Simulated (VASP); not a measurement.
CdS (Hawleyite), 2 atoms in the cell. The structure is cubic, space group F-43m (No. 216). Conventional cell: a = 5.833 Å, b = 5.833 Å, c = 5.833 Å, α = 90.00°, β = 90.00°, γ = 90.00°. Within 3.3 Å of Cd (site symmetry -43m) lie 4 S at 2.53 Å. S (site symmetry -43m) has 4 Cd at 2.53 Å within 3.3 Å. 

- Program: VASP 6.6.1
- Task: single point
- Functional: PBE
- Potentials or basis: VASP PAW PBE potentials, release 64 (Cd, S)
- Cutoff: 520 eV
- k mesh: 8 × 8 × 8
- Occupations: gaussian, width 0.03 eV
- Spin: no spin polarisation
- Dipole correction: no
- Further INCAR settings: ALGO = Normal; EDIFF = 1e-06; NBANDS = 16

Potentials or basis: VASP PAW PBE potentials, release 64 (Cd, S).

Run with:

```bash
$ cat potpaw_PBE.64/Cd/POTCAR potpaw_PBE.64/S/POTCAR > POTCAR
$ mpirun -np 1 vasp_std > vasp.out
```

Hardware: 1 thread of Intel(R) Xeon(R) Platinum 8559C (Emerald Rapids), with other jobs on the host.

Q: Estimate the wall time of this run.

A: Run time: 11 s on 1 thread of Intel(R) Xeon(R) Platinum 8559C (Emerald Rapids), on a shared host, peak memory 0.18 GiB. Counts: scf iterations 14, k points 29.
